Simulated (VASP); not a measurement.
# CuO (P1) in VASP: a series of runs, part 2 of 2

VASP 6.6.1. Earlier steps stand in the parts before.

### Step 3. Single point, LDA+U

Input file INCAR:

```
SYSTEM = CuO
PREC     = Accurate       ! precision mode
ENCUT    = 520            ! plane-wave cutoff, eV
EDIFF    = 1E-6           ! SCF threshold, eV
ISMEAR   = -1             ! smearing method
SIGMA    = 0.05           ! smearing width, eV
LREAL    = .FALSE.        ! projectors in reciprocal space
LASPH    = .TRUE.         ! aspherical terms in the spheres
NELM     = 150            ! most SCF steps
ALGO     = Normal         ! electronic algorithm
ISIF     = 2              ! what is computed and relaxed
LWAVE    = .FALSE.        ! write WAVECAR
LCHARG   = .FALSE.        ! write CHGCAR
LMAXMIX  = 4              ! l up to which the mixer works
LDAU     = .TRUE.         ! DFT+U
LDAUTYPE = 2            
LDAUL    = 2 -1           ! shell
LDAUU    = 4.5 0          ! U, eV
LDAUJ    = 0 0          
LDAUPRINT= 1            
GGA      = CA             ! functional
NBANDS   = 16             ! bands
```

Input file KPOINTS:

```
Automatic mesh
0
G
  11 11 11
  0 0 0
```

Input file POSCAR:

```
CuO
1.0
    0.0000000000      2.1165600000      2.1165600000
    2.1165600000      0.0000000000      2.1165600000
    2.1165600000      2.1165600000      0.0000000000
Cu O
1 1
Direct
    0.0294977200      0.0281008700      0.9080259900
    0.4705022800      0.4718991300      0.5919740100
```

Potentials or basis: VASP PAW LDA potentials, release 64 (Cu, O).

On the command line:

```
$ cat potpaw_LDA.64/Cu/POTCAR potpaw_LDA.64/O/POTCAR > POTCAR
$ mpirun -np 1 vasp_std > vasp.out
```

It took 2.5 min on 1 thread of AMD EPYC 7R13 (Zen 3), shared host; peak memory 0.26 GiB.

Results (log left out):

| Property | Result |
| --- | --- |
| Free energy | -9.4936 eV |
| Pressure | -2.6 GPa |
| Largest force | 0.646 eV/Å |
| Band gap on the k mesh | zero (an odd number of electrons rules out a gap without spin polarisation) |

Forces in eV/Å, atoms in the order of the input:
```
Cu   0.437  0.394 -0.265
O   -0.437 -0.394  0.265
```

Stress tensor (GPa, compression positive):
```
-1.41 -2.33  1.82
-2.33 -2.10  1.69
 1.82  1.69 -4.33
```

Levels at points of the mesh, in eV from the Fermi level:
```csv
k point,band 7,band 8,band 9,band 10,band 11,band 12
"(0.00, 0.00, 0.00)",-0.46,-0.17,-0.13,2.15,17.38,18.17
```

Eigenvalues of the final occupation matrices:
| site | spin | trace | eigenvalues |
| --- | --- | --- | --- |
| site 1 d | 1 | 4.66 | 0.88 0.89 0.96 0.97 0.97 |
| site 1 d | 2 | 4.66 | 0.88 0.89 0.96 0.97 0.97 |

Caveat: an odd number of electrons without spin polarisation forces a metal; a magnetic or distorted state may lie lower; U without spin polarisation on a metal has little footing.

### Step 4. Single point, PBEsol

This run uses another cell than the first one, of 9.67 Å³/atom.

Input file INCAR:

```
SYSTEM = CuO
  PREC = Accurate
  ENCUT = 520
  EDIFF = 1E-7
  ISMEAR = -1
  SIGMA = 0.05
  LREAL = .FALSE.
  LASPH = .TRUE.
  NELM = 100
  ALGO = Normal
  ISIF = 2
  LWAVE = .FALSE.
  LCHARG = .FALSE.
  GGA = PS
  NBANDS = 16
```

Input file KPOINTS:

```
regular mesh
0
G
  11 11 11
  0 0 0
```

Input file POSCAR:

```
CuO
1.0
    0.0000000000      2.1305773621      2.1305773621
    2.1305773621      0.0000000000      2.1305773621
    2.1305773621      2.1305773621      0.0000000000
Cu O
1 1
Direct
    0.0294977200      0.0281008700      0.9080259900
    0.4705022800      0.4718991300      0.5919740100
```

Potentials or basis: VASP PAW PBE potentials, release 64 (Cu, O).

On the command line:

```
$ cat potpaw_PBE.64/Cu/POTCAR potpaw_PBE.64/O/POTCAR > POTCAR
$ mpirun -np 1 vasp_std > vasp.out
```

It took 4.4 min on 1 thread of Intel Xeon 8259CL, shared host; peak memory 0.31 GiB.

The run converged. Its results:

| Quantity | Value |
| --- | --- |
| Free energy | -10.0950 eV |
| Pressure | 5.7 GPa |
| Largest force | 0.721 eV/Å |
| Band gap on the k mesh | zero (an odd number of electrons rules out a gap without spin polarisation) |

Forces in eV/Å, atoms in the order of the input:
```
Cu   0.490  0.440 -0.292
O   -0.490 -0.440  0.292
```

Stress tensor (GPa, compression positive):
```
 7.02 -3.24  2.62
-3.24  6.23  2.44
 2.62  2.44  3.75
```

Levels at points of the mesh, in eV from the Fermi level:
```csv
k point,band 5,band 6,band 7,band 8,band 9,band 10,band 11,band 12,band 13,band 14
"(0.00, 0.00, 0.00)",-2.45,-2.41,-0.49,-0.22,-0.19,1.34,16.67,17.84,17.96,18.58
```

Caveat: the cell stands under pressure; the PAW data sets were made with another functional, which shifts forces and pressure a little; an odd number of electrons without spin polarisation forces a metal; a magnetic or distorted state may lie lower; semilocal functionals often make such compounds metallic where correlation or magnetic order opens a gap, which also shifts bond lengths.

### Step 5. Single point, BLYP

This run uses another cell than the first one, of 9.67 Å³/atom.

Input file INCAR:

```
SYSTEM = CuO
AGGAC    = 1.0          
AGGAX    = 1.0          
ALDAC    = 0.0          
ALDAX    = 1.0          
ALGO     = Normal         ! electronic algorithm
EDIFF    = 1E-7           ! SCF threshold, eV
ENCUT    = 520            ! plane-wave cutoff, eV
GGA      = B5             ! functional
ISIF     = 2              ! what is computed and relaxed
ISMEAR   = -1             ! smearing method
LASPH    = .True.         ! aspherical terms in the spheres
LCHARG   = .False.        ! write CHGCAR
LREAL    = .False.        ! projectors in reciprocal space
LWAVE    = .False.        ! write WAVECAR
NBANDS   = 16             ! bands
NELM     = 60             ! most SCF steps
PREC     = Accurate       ! precision mode
SIGMA    = 0.05           ! smearing width, eV
```

Input file KPOINTS:

```
k-points
0
Gamma
  11 11 11
  0 0 0
```

POSCAR is that of step 4.

On the command line:

```
$ cat potpaw_PBE.64/Cu/POTCAR potpaw_PBE.64/O/POTCAR > POTCAR
$ mpirun -np 1 vasp_std > vasp.out
```

Run time: 5 min. Hardware: 1 thread of Intel Xeon 8259CL, shared host; peak memory 0.31 GiB.

Results (log left out):

```yaml
Free_energy: -8.3102 eV
Pressure: 22.3 GPa
Largest_force: 0.964 eV/Å
Band_gap_on_the_k_mesh: zero (an odd number of electrons rules out a gap without spin polarisation)
```

Forces in eV/Å, atoms in the order of the input:
```
Cu   0.643  0.586 -0.415
O   -0.643 -0.586  0.415
```

Stress tensor (GPa, compression positive):
```
23.79 -4.15  3.43
-4.15 22.93  3.23
 3.43  3.23 20.20
```

Levels at points of the mesh, in eV from the Fermi level:
```csv
k point,band 7,band 8,band 9,band 10,band 11,band 12
"(0.00, 0.00, 0.00)",-0.52,-0.22,-0.19,1.65,17.13,18.20
```

Caveat: the cell stands under pressure; the PAW data sets were made with another functional, which shifts forces and pressure a little; an odd number of electrons without spin polarisation forces a metal; a magnetic or distorted state may lie lower; semilocal functionals often make such compounds metallic where correlation or magnetic order opens a gap, which also shifts bond lengths. With open d or f shells a metallic result of BLYP can be an artefact of self-interaction; +U or a hybrid may open a gap.

### Step 6. Single point, PBE

This run uses another cell than the first one, of 9.67 Å³/atom.

Input file INCAR:

```
PREC     = Accurate       # precision mode
ENCUT    = 520            # plane-wave cutoff, eV
EDIFF    = 1E-6           # SCF threshold, eV
ISMEAR   = -1             # smearing method
SIGMA    = 0.05           # smearing width, eV
LREAL    = F              # projectors in reciprocal space
LASPH    = T              # aspherical terms in the spheres
NELM     = 80             # most SCF steps
ALGO     = Normal         # electronic algorithm
ISIF     = 2              # what is computed and relaxed
LWAVE    = F              # write WAVECAR
LCHARG   = T              # write CHGCAR
GGA      = PE             # functional
LELF     = T              # ELF
LVHAR    = T            
NBANDS   = 16             # bands
```

Input file KPOINTS:

```
Automatic mesh
0
Gamma
  11 11 11
```

POSCAR is that of step 5.

Potentials or basis: VASP PAW PBE potentials, release 64 (Cu, O).

On the command line:

```
$ cat potpaw_PBE.64/Cu/POTCAR potpaw_PBE.64/O/POTCAR > POTCAR
$ mpirun -np 1 vasp_std > vasp.out
```

Wall time 4.5 min (1 thread of Intel Xeon 8259CL, shared host); peak memory 0.31 GiB.

It converged, with:

```
Free energy            : -9.1553 eV
Pressure               : 14.7 GPa
Largest force          : 0.878 eV/Å
Band gap on the k mesh : zero (an odd number of electrons rules out a gap without spin polarisation)
```

Forces on the atoms (eV/Å):
```
Cu   0.588  0.534 -0.374
O   -0.588 -0.534  0.374
```

Stress tensor (GPa, compression positive):
```
16.07 -3.90  3.21
-3.90 15.26  3.03
 3.21  3.03 12.65
```

Levels at points of the mesh, in eV from the Fermi level:
```csv
k point,band 7,band 8,band 9,band 10,band 11,band 12
"(0.00, 0.00, 0.00)",-0.51,-0.22,-0.18,1.42,16.85,17.99
```

Caveat: the cell stands under pressure; an odd number of electrons without spin polarisation forces a metal; a magnetic or distorted state may lie lower; semilocal functionals often make such compounds metallic where correlation or magnetic order opens a gap, which also shifts bond lengths.

### Step 7. Overview

| task | level | potentials or basis | U | cell | cutoff (eV) | gap on the mesh (eV) | pressure (GPa) | largest force (eV/Å) |
| --- | --- | --- | --- | --- | --- | --- | --- | --- |
| relaxation of cell and atoms | PBE | VASP PAW PBE potentials, release 64 (Cu, O) | - | relaxed from a = 2.993 Å, angles 60.0°, 2 atoms | 600 | none | 0.1 | - |
| single point | LDA+U | VASP PAW LDA potentials, release 64 (Cu, O) | Cu d U = 4.5 eV | a = 2.993 Å, angles 60.0°, 2 atoms | 520 | none | -2.6 | 0.65 |
| single point | PBEsol | VASP PAW PBE potentials, release 64 (Cu, O) | - | a = 3.013 Å, angles 60.0°, 2 atoms | 520 | none | 5.7 | 0.72 |
| single point | BLYP | VASP PAW PBE potentials, release 64 (Cu, O) | - | a = 3.013 Å, angles 60.0°, 2 atoms | 520 | none | 22.3 | 0.96 |
| single point | PBE | VASP PAW PBE potentials, release 64 (Cu, O) | - | a = 3.013 Å, angles 60.0°, 2 atoms | 520 | none | 14.7 | 0.88 |

Alike in all rows: no spin polarisation; k mesh 11 × 11 × 11; smearing fermi-dirac 0.05 eV.

Caveats: an odd number of electrons without spin polarisation forces a metal; a magnetic or distorted state may lie lower; semilocal functionals often make such compounds metallic where correlation or magnetic order opens a gap, which also shifts bond lengths (at least some runs); the cell stands under pressure (at least some runs); the PAW data sets were made with another functional, which shifts forces and pressure a little (at least some runs); U without spin polarisation on a metal has little footing (at least some runs).

Absolute energies hang on the potentials; compare differences alone.
